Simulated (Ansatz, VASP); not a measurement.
# InP: VASP beside Ansatz

The input INCAR:

```
SYSTEM = InP
PREC     = Accurate       ! precision mode
ENCUT    = 520            ! plane-wave cutoff, eV
EDIFF    = 1E-7           ! SCF threshold, eV
ISMEAR   = 0              ! smearing method
SIGMA    = 0.028999999999999998 ! smearing width, eV
LREAL    = .False.        ! projectors in reciprocal space
LASPH    = .True.         ! aspherical terms in the spheres
NELM     = 100            ! most SCF steps
ALGO     = Normal         ! electronic algorithm
ISIF     = 2              ! what is computed and relaxed
LWAVE    = .False.        ! write WAVECAR
LCHARG   = .False.        ! write CHGCAR
GGA      = PE             ! functional
NBANDS   = 16             ! bands
```

KPOINTS

```
Automatic mesh
0
Gamma
  8 8 8
  0 0 0
```

File POSCAR:

```
InP
1.0
    0.0000000000      2.9305000000      2.9305000000
    2.9305000000      0.0000000000      2.9305000000
    2.9305000000      2.9305000000      0.0000000000
In P
1 1
Direct
    0.0000000000      0.0000000000      0.0000000000
    0.7500000000      0.7500000000      0.7500000000
```

The input input.yaml:

```yaml
crystal:
  lattice:
    - [0.0, 2.9305, 2.9305]
    - [2.9305, 0.0, 2.9305]
    - [2.9305, 2.9305, 0.0]
  atoms:
    - { symbol: In, position: [0.0, 0.0, 0.0] }
    - { symbol: P, position: [0.75, 0.75, 0.75] }
kpoints:
  mp_grid: { grid: [8, 8, 8] }
scf:
  occupations: { method: gaussian, width: 0.029 }
hamiltonian:
  xc: pbe
  pseudopotentials: { kind: all_electron, lapw: { basis_error: 0.001 } }
output:
  forces: true
  stress: true
  eigenvalues: true
```

Alike in both runs: task single point; functional PBE; k mesh 8 × 8 × 8; occupations gaussian, width 0.029 eV; no spin polarisation.

|  | VASP | Ansatz |
| --- | --- | --- |
| version | VASP 6.6.1 | Ansatz 0.2.0 |
| potentials or method | VASP PAW PBE potentials, release 64 (In_d, P), cutoff 520 eV | all-electron LAPW, scalar-relativistic |

|  | VASP | Ansatz | Ansatz less VASP |
| --- | --- | --- | --- |
| gap on the k mesh at the Fermi level (eV) | 0.71 | 0.71 | +0.002 |
| least direct gap on the mesh (eV) | 0.71 | 0.71 | +0.002 |
| pressure (GPa) | 3.3 | 3.3 | +0.05 |

Ansatz ran all-electron here, and VASP with PAW potentials.
